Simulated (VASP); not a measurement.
# Al (Fm-3m) in VASP: a series of runs, part 2 of 2

VASP 6.6.1. Earlier steps stand in the parts before.

### 3 Relaxation of volume and atoms at fixed shape, r2SCAN

This run uses another cell than the first one, of 16.60 Å³/atom, 1.050 times its volume.

POSCAR reads:

```
Al
1.0
    0.0000000000      2.0248050000      2.0248050000
    2.0248050000      0.0000000000      2.0248050000
    2.0248050000      2.0248050000      0.0000000000
Al
1
Direct
    0.0000000000      0.0000000000      0.0000000000
```

INCAR.step1 reads:

```
  ALGO = Normal
  EDIFF = 1E-4
  ENCUT = 600
  GGA = PE
  ISMEAR = 1
  LASPH = T
  LCHARG = F
  LREAL = F
  LWAVE = T
  NELM = 100
  PREC = Accurate
  SIGMA = 0.05
```

INCAR.step2 reads:

```
  ALGO = Normal
  EDIFF = 1E-6
  EDIFFG = -0.03
  ENCUT = 600
  IBRION = 2
  ISIF = 8
  ISMEAR = 1
  ISTART = 1
  LASPH = T
  LCHARG = F
  LMIXTAU = T
  LREAL = F
  LWAVE = F
  METAGGA = R2SCAN
  NELM = 100
  NSW = 80
  PREC = Accurate
  SIGMA = 0.05
```

KPOINTS reads:

```
k-points
0
Gamma
  10 10 10
```

Potentials or basis: VASP PAW PBE potentials, release 64 (Al).

Launch:

```
cat potpaw_PBE.64/Al/POTCAR > POTCAR
cp INCAR.step1 INCAR
mpirun -np 1 vasp_std > vasp.out
cp INCAR.step2 INCAR
mpirun -np 1 vasp_std > vasp.out
```

OUTCAR:

```text
EDIFF = 1E-6
   EDIFFG = -0.03
   ENCUT = 600
   IBRION = 2
   ISIF = 8
   ISMEAR = 1
   ISTART = 1
   LASPH = T
   LREAL = F
   METAGGA = R2SCAN
   NELM = 100
   NSW = 80
   PREC = Accurate

 ion  position               nearest neighbor table
   1  0.000  0.000  0.000-

  LATTYP: Found a face centered cubic cell.
 ALAT       =     4.0496100000

  Lattice vectors:

 A1 = (   0.0000000000,   2.0248050000,   2.0248050000)
 A2 = (   2.0248050000,   0.0000000000,   2.0248050000)
 A3 = (   2.0248050000,   2.0248050000,   0.0000000000)

Analysis of symmetry for initial positions (statically):
=====================================================================
 Subroutine PRICEL returns:
 Original cell was already a primitive cell.

 Routine SETGRP: Setting up the symmetry group for a
 face centered cubic supercell.

 Subroutine GETGRP returns: Found 48 space group operations
 (whereof 48 operations were pure point group operations)
 out of a pool of 48 trial point group operations.

The static configuration has the point symmetry O_h .

Analysis of symmetry for dynamics (positions and initial velocities):
=====================================================================
 Subroutine PRICEL returns:
 Original cell was already a primitive cell.

 Routine SETGRP: Setting up the symmetry group for a
 face centered cubic supercell.

 Subroutine GETGRP returns: Found 48 space group operations
 (whereof 48 operations were pure point group operations)
 out of a pool of 48 trial point group operations.

The dynamic configuration has the point symmetry O_h .

 Subroutine INISYM returns: Found 48 space group operations
 (whereof 48 operations are pure point group operations),
 and found     1 'primitive' translations

----------------------------------------------------------------------------------------

[... 113 lines left out ...]
  Thomas-Fermi vector in A             =   2.051390
   LORBIT       =      0    0 simple, 1 ext, 2 COOP (PROOUT), +10 PAW based schemes
   METAGGA = R2SCAN    functional components
   LHFCALC =     F    Hartree Fock is set to
   AEXX    =    0.0000 exact exchange contribution
   IVDW    =     0    specifies the selected vdW correction
   LEPSILON=     F    determine dielectric tensor
   LRPA    =     F    only Hartree local field effects (RPA)
 conjugate gradient relaxation of ions
 non-spin polarized calculation
 Methfessel and Paxton  Order N= 1 SIGMA  =   0.05
  energy-cutoff  :      600.00
  volume of cell :       16.60
 maximum number of plane-waves:       568
   NGX = 11   NGY = 11   NGZ = 11

--------------------------------------- Ionic step        1  -------------------------------------------

 number of electron       3.0000000 magnetization

 Free energy of the ion-electron system (eV)
  ---------------------------------------------------
  ext. energy  EPLUGINS =         0.00000000
  ---------------------------------------------------
  free energy    TOTEN  =        -6.71078010 eV

  energy without entropy =       -6.71055934  energy(sigma->0) =       -6.71070651

------------------------ aborting loop because EDIFF is reached ----------------------------------------

  FORCE on cell =-STRESS in cart. coord.  units (eV):
  Direction    XX          YY          ZZ          XY          YZ          ZX
  --------------------------------------------------------------------------------------
  -------------------------------------------------------------------------------------
  Total       -0.4654923     -0.4654923     -0.4654923     -0.0000000      0.0000000      0.0000000
  in kB      -44.9203817    -44.9203817    -44.9203817     -0.0000000      0.0000000      0.0000000
  external PRESSURE =     -44.9203817 kB  Pullay stress =       0.0000000 kB
[... 57 lines left out ...]
--------------------------------------- Ionic step        3  -------------------------------------------

 number of electron       3.0000000 magnetization

 Free energy of the ion-electron system (eV)
  ---------------------------------------------------
  ext. energy  EPLUGINS =         0.00000000
  ---------------------------------------------------
  free energy    TOTEN  =        -6.72326041 eV

  energy without entropy =       -6.72297179  energy(sigma->0) =       -6.72316420

 E-fermi :   8.5220     XC(G=0): -11.0805

 val. band max:        8.4970143241   @ k =  -0.3000   0.5000   0.2000
 cond. band min:       8.7306815900   @ k =  -0.3000   0.2000   0.0000
 fundamental gap:      0.2336672660
 Fermi energy:         8.5220180389

 k-point     1 :       0.0000    0.0000    0.0000
  band No.  band energies     occupation
      1      -3.6651      2.00000
      2      22.0905      0.00000
      3      22.0905      0.00000
      4      22.0905      0.00000
      5      24.3724      0.00000
[... 177 lines left out ...]
 k-point    24 :       0.4000    0.3000    0.0000
  band No.  band energies     occupation
      1       1.3010      2.00000
      2      12.1513      0.00000
      3      12.8169      0.00000
      4      15.6553      0.00000
      5      16.9804      0.00000

 [... further k-points ...]
[... 5 lines left out ...]
  --------------------------------------------------------------------------------------
  -------------------------------------------------------------------------------------
  Total        0.0037438      0.0037438      0.0037438      0.0000000     -0.0000000      0.0000000
  in kB        0.3806753      0.3806753      0.3806753      0.0000000     -0.0000000      0.0000000
  external PRESSURE =       0.3806753 kB  Pullay stress =       0.0000000 kB
[... 16 lines left out ...]
  FREE ENERGIE OF THE ION-ELECTRON SYSTEM (eV)
  ---------------------------------------------------
  free  energy   TOTEN  =        -6.7232604095 eV

  energy  without entropy=       -6.7229717941  energy(sigma->0) =       -6.72316420

 reached required accuracy - stopping structural energy minimisation
```

OUTCAR.step1:

```text
EDIFF = 1E-4
   ENCUT = 600
   GGA = PE
   ISMEAR = 1
   LASPH = T
[... 407 lines left out ...]

 POSITION                                       TOTAL-FORCE (eV/Angst)
 -----------------------------------------------------------------------------------
      0.00000      0.00000      0.00000         0.000000      0.000000     -0.000000
 -----------------------------------------------------------------------------------
    total drift:                               -0.000000      0.000000      0.000000

  FREE ENERGIE OF THE ION-ELECTRON SYSTEM (eV)
  ---------------------------------------------------
  free  energy   TOTEN  =        -3.7245945007 eV

  energy  without entropy=       -3.7243249915  energy(sigma->0) =       -3.72450466
```

OSZICAR.step1:

```text
N       E                     dE             d eps       ncg     rms          rms(c)
DAV:   1    -0.107489286030E+01   -0.10749E+01   -0.97121E+02   470   0.380E+02
DAV:   2    -0.372663427868E+01   -0.26517E+01   -0.23728E+01   620   0.331E+01
DAV:   3    -0.374753475843E+01   -0.20900E-01   -0.19589E-01   665   0.374E+00
DAV:   4    -0.374759917657E+01   -0.64418E-04   -0.64418E-04   640   0.198E-01
DAV:   5    -0.374759954117E+01   -0.36459E-06   -0.36390E-06   660   0.116E-02    0.130E+00
DAV:   6    -0.373426858620E+01    0.13331E-01   -0.17788E-03   555   0.321E-01    0.755E-01
DAV:   7    -0.372460144370E+01    0.96671E-02   -0.52667E-03   565   0.517E-01    0.145E-01
DAV:   8    -0.372459450071E+01    0.69430E-05   -0.22171E-05   455   0.521E-02
   1 F= -.37245945E+01 E0= -.37245047E+01  d E =-.269509E-03
```

It took 22 s on 1 thread of Intel Xeon Platinum 8488C (Sapphire Rapids), shared host; peak memory 0.13 GiB.

What came out:

```yaml
Free_energy: -6.7233 eV
Relaxed_volume: 15.76 Å³/atom
Relaxed_cell: a = 2.814 Å, b = 2.814 Å, c = 2.814 Å, α = 60.00°, β = 60.00°, γ = 60.00°
Space_group_after_relaxing_to_0.05_Å: Fm-3m (No. 225)
Energy_gained_by_relaxing: 12.5 meV/atom
Ionic_steps: 3
Pressure_after_relaxing: 0.0 GPa
```

The path:
```
step  energy change (eV)  largest force (eV/Å)  pressure (GPa)  volume (Å³)
   1              0.0000                0.0000           -4.49        16.60
   2             -0.0113                0.0000            1.63        15.51
   3             -0.0125                0.0000            0.04        15.76
```

Final structure:
```xyz
1
Lattice="0.0000 1.9898 1.9898 1.9898 0.0000 1.9898 1.9898 1.9898 0.0000" Properties=species:S:1:pos:R:3 pbc="T T T"
Al    0.0000    0.0000    0.0000
```

Caveat: the PAW data sets were made with another functional, which shifts forces and pressure a little.
